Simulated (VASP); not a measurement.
# Cd (P6_3/mmc) in VASP: further runs

The runs below take Cd through single point, with PBE.

Everything below comes from runs of VASP 6.6.1. Logs are shortened: lines on timing, memory, paths and dates and some standing lists are left out, and cuts for length are marked.

## (1) The cell of the first run

The structure is hexagonal, space group P6_3/mmc (No. 194). The conventional cell has a = 3.128 Å, b = 3.128 Å, c = 5.337 Å, α = 90.00°, β = 90.00°, γ = 120.00°. Cd (site symmetry -6m2) has 12 Cd at 3.13 to 3.22 Å within 4.1 Å.

## (2) Single point, PBE (strain +0.050 along x and y, -0.050 along z)

File INCAR:

```
ALGO     = Normal         # electronic algorithm
EDIFF    = 1E-6           # SCF threshold, eV
ENCUT    = 500            # plane-wave cutoff, eV
GGA      = PE             # functional
GGA_COMPAT= F            
ISIF     = 2              # what is computed and relaxed
ISMEAR   = 0              # smearing method
LASPH    = T              # aspherical terms in the spheres
LCHARG   = F              # write CHGCAR
LREAL    = F              # projectors in reciprocal space
LWAVE    = F              # write WAVECAR
NBANDS   = 19             # bands
NELM     = 120            # most SCF steps
PREC     = Accurate       # precision mode
SIGMA    = 0.15           # smearing width, eV
```

File KPOINTS:

```
k-points
0
Gamma
  18 18 8
```

File POSCAR:

```
Cd
1.0
    3.1278161335      0.0000000000      0.0000000000
   -1.5639080667      2.7087682300      0.0000000000
    0.0000000000      0.0000000000      5.3367675000
Cd
2
Direct
    0.3333333333      0.6666666667      0.2500000000
    0.6666666667      0.3333333333      0.7500000000
```

Potentials or basis: VASP PAW PBE potentials, release 64 (Cd).

Run with:

```sh
$ cat potpaw_PBE.64/Cd/POTCAR > POTCAR
$ mpirun -np 1 vasp_std > vasp.out
```

OUTCAR:

```text
EDIFF = 1E-6
   ENCUT = 500
   GGA = PE
   ISIF = 2
   ISMEAR = 0
   LASPH = T
   LREAL = F
   NELM = 120
   PREC = Accurate

 ion  position               nearest neighbor table
   1  0.333  0.667  0.250-   2 3.22   2 3.22   2 3.22   2 3.22   2 3.22   2 3.22
   2  0.667  0.333  0.750-   1 3.22   1 3.22   1 3.22   1 3.22   1 3.22   1 3.22

  LATTYP: Found a hexagonal cell.
 ALAT       =     3.1278161335
 C/A-ratio  =     1.7062280109

  Lattice vectors:

 A1 = (   3.1278161335,   0.0000000000,   0.0000000000)
 A2 = (  -1.5639080667,   2.7087682300,   0.0000000000)
 A3 = (   0.0000000000,   0.0000000000,   5.3367675000)

Analysis of symmetry for initial positions (statically):
=====================================================================
 Subroutine PRICEL returns:
 Original cell was already a primitive cell.

 Routine SETGRP: Setting up the symmetry group for a
 hexagonal supercell.

 Subroutine GETGRP returns: Found 24 space group operations
 (whereof 12 operations were pure point group operations)
 out of a pool of 24 trial point group operations.

The static configuration has the point symmetry D_3d.
 The point group associated with its full space group is D_6h.

Analysis of symmetry for dynamics (positions and initial velocities):
=====================================================================
 Subroutine PRICEL returns:
 Original cell was already a primitive cell.

 Routine SETGRP: Setting up the symmetry group for a
 hexagonal supercell.

 Subroutine GETGRP returns: Found 24 space group operations
 (whereof 12 operations were pure point group operations)
 out of a pool of 24 trial point group operations.

The dynamic configuration has the point symmetry D_3d.
 The point group associated with its full space group is D_6h.

 Subroutine INISYM returns: Found 24 space group operations
 (whereof 12 operations are pure point group operations),
 and found     1 'primitive' translations

----------------------------------------------------------------------------------------

                                     Primitive cell

  volume of cell :      45.2159

  direct lattice vectors                    reciprocal lattice vectors
     3.127816134  0.000000000  0.000000000     0.319711888  0.184585744  0.000000000
    -1.563908067  2.708768230  0.000000000     0.000000000  0.369171489  0.000000000
     0.000000000  0.000000000  5.336767500     0.000000000  0.000000000  0.187379345

  length of vectors
     3.127816134  3.127816133  5.336767500     0.369171489  0.369171489  0.187379345

  position of ions in fractional coordinates (direct lattice)
     0.333333333  0.666666667  0.250000000
     0.666666667  0.333333333  0.750000000

  ion indices of the primitive-cell ions
   primitive index   ion index
                 1           1
                 2           2

----------------------------------------------------------------------------------------

 KPOINTS: k-points

Automatic generation of k-mesh.
 Grid dimensions read from file:
 generate k-points for:   18   18    8

 Generating k-lattice:

  Cartesian coordinates                     Fractional coordinates (reciprocal lattice)
     0.017761772  0.010254764  0.000000000     0.055555556  0.000000000  0.000000000
     0.000000000  0.020509527  0.000000000     0.000000000  0.055555556  0.000000000
     0.000000000  0.000000000  0.023422418     0.000000000  0.000000000  0.125000000

  Length of vectors
     0.020509527  0.020509527  0.023422418

  Shift w.r.t. Gamma in fractional coordinates (k-lattice)
     0.000000000  0.000000000  0.000000000

 Subroutine IBZKPT returns following result:
 ===========================================

 Found    185 irreducible k-points:

 Following reciprocal coordinates:
            Coordinates               Weight
  0.000000  0.000000  0.000000      1.000000
  0.055556  0.000000  0.000000      6.000000
  0.111111  0.000000  0.000000      6.000000
  0.166667  0.000000  0.000000      6.000000
  0.222222  0.000000  0.000000      6.000000
  0.277778  0.000000  0.000000      6.000000
[... 16 lines left out ...]
  0.333333  0.111111  0.000000     12.000000
  0.388889  0.111111  0.000000     12.000000
 [... further k-points ...]
   k-points           NKPTS =    185   k-points in BZ     NKDIM =    185   number of bands    NBANDS=     19
   number of dos      NEDOS =    301   number of ions     NIONS =      2
   total plane-waves  NPLWV =  23040
   dimension x,y,z NGX =    24 NGY =   24 NGZ =   40
   dimension x,y,z NGXF=    48 NGYF=   48 NGZF=   80
   ions per type =               2
   NGX,Y,Z   is equivalent  to a cutoff of  12.76, 12.76, 12.46 a.u.
   NGXF,Y,Z  is equivalent  to a cutoff of  25.51, 25.51, 24.92 a.u.
 SYSTEM =  unknown system
   PREC   = accura    normal or accurate (medium, high low for compatibility)
   ISTART =      0    job   : 0-new  1-cont  2-samecut
   ICHARG =      2    charge: 1-file 2-atom 10-const
   ISPIN  =      1    spin polarized calculation?
   LNONCOLLINEAR =      F non collinear calculations
   LSORBIT =      F    spin-orbit coupling
   LASPH  =      T    aspherical Exc in radial PAW
   ENCUT  =  500.0 eV  36.75 Ry    6.06 a.u.   5.70  5.70  9.73*2*pi/ulx,y,z
   NELM   =    120;   NELMIN=  2; NELMDL= -5     # of ELM steps
   EDIFF  = 0.1E-05   stopping-criterion for ELM
   LREAL  =      F    real-space projection
   EDIFFG = 0.1E-04   stopping-criterion for IOM
   NSW    =      0    number of steps for IOM
   IBRION =     -1    ionic relax: 0-MD 1-quasi-New 2-CG
   NFREE  =      0    steps in history (QN), initial steepest desc. (CG)
   ISIF   =      2    stress and relaxation
   ISYM   =      2    0-nonsym 1-usesym 2-fastsym
   POTIM  = 0.5000    time-step for ionic-motion
   TEBEG  =    0.0;   TEEND  =   0.0 temperature during run
   PSTRESS=    0.0 pullay stress
   NELECT =      24.0000    total number of electrons
   NUPDOWN=      -1.0000    fix difference up-down
   EMIN   =  10.00;   EMAX   =-10.00  energy-range for DOS
   EFERMI =   0.00;   METHOD = LEGACY
   ISMEAR =     0;   SIGMA  =   0.15  broadening in eV -4-tet -1-fermi 0-gaus
   EFERMI_NEDOS =   21; number of points for ismear=-14 and -15
   IALGO  =     38    algorithm
   IMIX   =      4    mixing-type and parameters
     AMIX     =   0.40;   BMIX     =  1.00
     AMIX_MAG =   1.60;   BMIX_MAG =  1.00
  volume/ion in A,a.u.               =      22.61       152.57
  Fermi-wavevector in a.u.,A,eV,Ry     =   1.325505  2.504842 23.904950  1.756964
  Thomas-Fermi vector in A             =   2.454961
   LORBIT       =      0    0 simple, 1 ext, 2 COOP (PROOUT), +10 PAW based schemes
   GGA     = PE    functional components
   LHFCALC =     F    Hartree Fock is set to
   AEXX    =    0.0000 exact exchange contribution
   IVDW    =     0    specifies the selected vdW correction
   LEPSILON=     F    determine dielectric tensor
   LRPA    =     F    only Hartree local field effects (RPA)
 non-spin polarized calculation
 Gauss-broadening in eV      SIGMA  =   0.15
  energy-cutoff  :      500.00
  volume of cell :       45.22
 maximum number of plane-waves:      1184
 NGX is ok and might be reduce to    24
   NGX = 11   NGY = 11   NGZ = 19

 number of electron      23.9999994 magnetization

 Free energy of the ion-electron system (eV)
  ---------------------------------------------------
  ext. energy  EPLUGINS =         0.00000000
  ---------------------------------------------------
  free energy    TOTEN  =        -1.47865544 eV

  energy without entropy =       -1.47007198  energy(sigma->0) =       -1.47436371

 E-fermi :   2.6687     XC(G=0): -10.8037

 val. band max:        2.6526717878   @ k =   0.2222   0.1667   0.0000
 cond. band min:       2.6842708541   @ k =   0.1667   0.1667   0.0000
 fundamental gap:      0.0315990663
 Fermi energy:         2.6686996159

 k-point     1 :       0.0000    0.0000    0.0000
  band No.  band energies     occupation
      1      -6.9351      2.00000
      2      -6.5600      2.00000
      3      -6.4306      2.00000
      4      -6.4306      2.00000
      5      -6.3584      2.00000
      6      -6.3584      2.00000
[... 11 lines left out ...]
     18      17.2510      0.00000
     19      17.2510      0.00000

 k-point     2 :       0.0556    0.0000    0.0000
  band No.  band energies     occupation
      1      -6.9130      2.00000
      2      -6.5557      2.00000
      3      -6.4297      2.00000
      4      -6.4087      2.00000
      5      -6.3650      2.00000
      6      -6.3379      2.00000
[... 11 lines left out ...]
     18      17.6152      0.00000
     19      17.8244      0.00000

 k-point     3 :       0.1111    0.0000    0.0000
  band No.  band energies     occupation
      1      -6.8575      2.00000
      2      -6.5581      2.00000
      3      -6.4233      2.00000
      4      -6.3748      2.00000
      5      -6.3450      2.00000
      6      -6.2785      2.00000
[... 11 lines left out ...]
     18      17.3797      0.00000
     19      17.6626      0.00000

 k-point     4 :       0.1667    0.0000    0.0000
  band No.  band energies     occupation
      1      -6.8105      2.00000
      2      -6.5552      2.00000
      3      -6.4585      2.00000
      4      -6.3274      2.00000
      5      -6.2828      2.00000
      6      -6.2457      2.00000
[... 11 lines left out ...]
     18      15.7227      0.00000
     19      16.6148      0.00000

 k-point     5 :       0.2222    0.0000    0.0000
  band No.  band energies     occupation
      1      -6.8265      2.00000
      2      -6.5545      2.00000
      3      -6.4622      2.00000
      4      -6.4018      2.00000
      5      -6.2508      2.00000
      6      -6.2419      2.00000
[... 11 lines left out ...]
     18      14.5616      0.00000
     19      17.1498      0.00000
[... 334 lines left out ...]
      2      -6.5965      2.00000
      3      -6.5439      2.00000
      4      -6.3883      2.00000
      5      -6.3599      2.00000
      6      -6.1819      2.00000
[... 11 lines left out ...]
     18      14.3980      0.00000
     19      14.8179      0.00000

 k-point    22 :       0.2778    0.1111    0.0000
  band No.  band energies     occupation
      1      -6.8657      2.00000
      2      -6.6592      2.00000
      3      -6.6260      2.00000
      4      -6.3872      2.00000
      5      -6.3181      2.00000
      6      -6.1832      2.00000
[... 11 lines left out ...]
     18      13.8386      0.00000
     19      14.3849      0.00000

 k-point    23 :       0.3333    0.1111    0.0000
  band No.  band energies     occupation
      1      -6.9225      2.00000
      2      -6.7490      2.00000
      3      -6.6665      2.00000
      4      -6.4022      2.00000
      5      -6.2474      2.00000
      6      -6.2369      2.00000
[... 11 lines left out ...]
     18      13.4164      0.00000
     19      14.0731      0.00000

 k-point    24 :       0.3889    0.1111    0.0000
  band No.  band energies     occupation
      1      -6.9599      2.00000
      2      -6.8055      2.00000
      3      -6.6961      2.00000
      4      -6.4064      2.00000
      5      -6.2766      2.00000
      6      -6.2004      2.00000
[... 11 lines left out ...]
     18      13.1533      0.00000
     19      13.8849      0.00000

 [... further k-points ...]

------------------------ aborting loop because EDIFF is reached ----------------------------------------

  FORCE on cell =-STRESS in cart. coord.  units (eV):
  Direction    XX          YY          ZZ          XY          YZ          ZX
  --------------------------------------------------------------------------------------
  -------------------------------------------------------------------------------------
  Total       -0.0497266     -0.0497266      0.3138005     -0.0000000      0.0000000      0.0000000
  in kB       -1.7620103     -1.7620103     11.1191841     -0.0000000      0.0000000      0.0000000
  external PRESSURE =       2.5317212 kB  Pullay stress =       0.0000000 kB

 VOLUME and BASIS-vectors are now :
 -----------------------------------------------------------------------------
  energy-cutoff  :      500.00
  volume of cell :       45.22
      direct lattice vectors                 reciprocal lattice vectors
     3.127816134  0.000000000  0.000000000     0.319711888  0.184585744  0.000000000
    -1.563908067  2.708768230  0.000000000     0.000000000  0.369171489  0.000000000
     0.000000000  0.000000000  5.336767500     0.000000000  0.000000000  0.187379345

 POSITION                                       TOTAL-FORCE (eV/Angst)
 -----------------------------------------------------------------------------------
     -0.00000      1.80585      1.33419         0.000000     -0.000000      0.000000
      1.56391      0.90292      4.00258        -0.000000      0.000000      0.000000
 -----------------------------------------------------------------------------------
    total drift:                               -0.000000      0.000000      0.000000

  FREE ENERGIE OF THE ION-ELECTRON SYSTEM (eV)
  ---------------------------------------------------
  free  energy   TOTEN  =        -1.4786554440 eV

  energy  without entropy=       -1.4700719841  energy(sigma->0) =       -1.47436371
```

It took 2.3 min on 1 thread of Intel Xeon 8259CL, shared host; peak memory 0.25 GiB.

Results:

| Quantity | Value |
| --- | --- |
| Free energy | -1.4787 eV |
| Pressure | 0.3 GPa |
| Band gap on the k mesh | zero (bands 12 and 13 overlap by 3.22 eV) |

Stress tensor (GPa, compression positive):
```
-0.18  0.00  0.00
 0.00 -0.18  0.00
 0.00  0.00  1.11
```

Caveat: the cell differs from its parent crystal (strain +0.050 along x and y, -0.050 along z).

## (3) Single point, PBE (strain +0.025 along x and y, +0.000 along z)

File INCAR:

```
PREC     = Accurate       # precision mode
ENCUT    = 500            # plane-wave cutoff, eV
EDIFF    = 1E-6           # SCF threshold, eV
ISMEAR   = 0              # smearing method
SIGMA    = 0.15           # smearing width, eV
LREAL    = F              # projectors in reciprocal space
LASPH    = T              # aspherical terms in the spheres
NELM     = 120            # most SCF steps
ALGO     = Normal         # electronic algorithm
ISIF     = 2              # what is computed and relaxed
LWAVE    = F              # write WAVECAR
LCHARG   = F              # write CHGCAR
GGA      = PE             # functional
NBANDS   = 19             # bands
GGA_COMPAT= F
```

File KPOINTS:

```
regular mesh
0
Gamma
  18 18 8
```

File POSCAR:

```
Cd
1.0
    3.0533443208      0.0000000000      0.0000000000
   -1.5266721604      2.6442737483      0.0000000000
    0.0000000000      0.0000000000      5.6176500000
Cd
2
Direct
    0.3333333333      0.6666666667      0.2500000000
    0.6666666667      0.3333333333      0.7500000000
```

Potentials or basis: VASP PAW PBE potentials, release 64 (Cd).

Run with:

```sh
$ cat potpaw_PBE.64/Cd/POTCAR > POTCAR
$ mpirun -np 1 vasp_std > vasp.out
```

Run time: 2.2 min. Hardware: 1 thread of Intel Xeon 8259CL, shared host; peak memory 0.25 GiB.

Results (log left out):

| Quantity | Value |
| --- | --- |
| Free energy | -1.4957 eV |
| Pressure | 0.4 GPa |
| Band gap on the k mesh | zero (bands 12 and 13 overlap by 4.03 eV) |

Stress tensor (GPa, compression positive):
```
0.27 0.00 0.00
0.00 0.27 0.00
0.00 0.00 0.61
```

Levels at points of the mesh, in eV from the Fermi level:
```tsv
k point	band 10	band 11	band 12	band 13	band 14	band 15
(0.00, 0.00, 0.00)	-8.52	-8.52	-2.88	-2.82	10.83	13.86
(0.50, 0.00, 0.00)	-8.29	-2.36	-2.03	1.94	2.91	2.93
(0.00, 0.00, 0.50)	-8.63	-7.16	-7.16	3.88	3.88	14.26
(0.50, 0.00, 0.50)	-8.30	-1.52	-1.52	-0.20	-0.20	8.03
```

Caveat: the cell differs from its parent crystal (strain +0.025 along x and y, +0.000 along z).
